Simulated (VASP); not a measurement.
Wanted: the native input for a VASP 6.6.1 run.

```
Task                   : single point
Functional             : PBE
Potentials or basis    : VASP PAW PBE potentials, release 64 (Ba_sv, F, Li_sv)
Cutoff                 : 520 eV
k mesh                 : 1 × 1 × 1
Occupations            : fermi-dirac, width 0.0655 eV
Spin                   : no spin polarisation
Dipole correction      : no
Further INCAR settings : LREAL = Auto; ALGO = Normal; EDIFF = 1e-06; NBANDS = 61; ISYM = 0
```

The structure of BaLi7F9 lies in POSCAR:

```
BaLi7F9
1.0
    5.6029570000      0.0278370000     -0.0374620000
    0.0278370000      5.7534950000     -0.0718080000
   -0.0374620000     -0.0718080000      5.5402340000
Ba F Li
1 9 7
Direct
    0.7603816538      0.9649541888      0.7703576867
    0.5997304320      0.6690740080      0.4236248808
    0.9148109642      0.3908557389      0.5915793841
    0.2221419325      0.5542479215      0.2019191456
    0.7722948824      0.5604945727     -0.0067667349
    0.2330713866      0.7396550343      0.7673037762
    0.4075647317      0.1465772640      0.2663482463
    0.4135964952      0.2437454878      0.7112679767
    0.0063107260      0.1838581686      0.0230576723
    0.9800835407      0.9281228988      0.3771312798
    0.1095078928      0.2257003341      0.3454923518
    0.9371374080      0.5987831725      0.3381807454
    0.6164227114      0.4925336274      0.6794246023
    0.5305642684      0.4060121587      0.1606679284
    0.0960110463      0.4406403146      0.9015500547
    0.2613938691     -0.0199910516      0.0052084117
    0.3006559396      0.7964249563      0.4507069297
```

The input as run:

INCAR

```
SYSTEM = BaLi7F9
PREC = Accurate ; ENCUT = 520
EDIFF = 1E-6 ; ISMEAR = -1
SIGMA = 0.0655 ; LREAL = Auto
LASPH = .TRUE. ; NELM = 100
ALGO = Normal ; ISIF = 2
LWAVE = .FALSE. ; LCHARG = .FALSE.
GGA = PE ; NBANDS = 61
ISYM = 0
```

KPOINTS

```
regular mesh
0
G
  1 1 1
  0 0 0
```

Potentials or basis: VASP PAW PBE potentials, release 64 (Ba_sv, F, Li_sv).

The run is started by

```sh
$ cat potpaw_PBE.64/Ba_sv/POTCAR potpaw_PBE.64/F/POTCAR potpaw_PBE.64/Li_sv/POTCAR > POTCAR
$ mpirun -np 1 vasp_gam > vasp.out
```

It gave:

```json
{"Largest force": "1.880 eV/Å", "Band gap on the k mesh": "6.85 eV"}
```

Caveat: the k points lie up to 1.13 Å⁻¹ apart; spin-orbit coupling is left out, which moves the levels of the heavy elements.

It took 13 s on 1 thread of Intel(R) Xeon(R) 6975P-C (Granite Rapids) (shared host), peak memory 0.26 GiB.
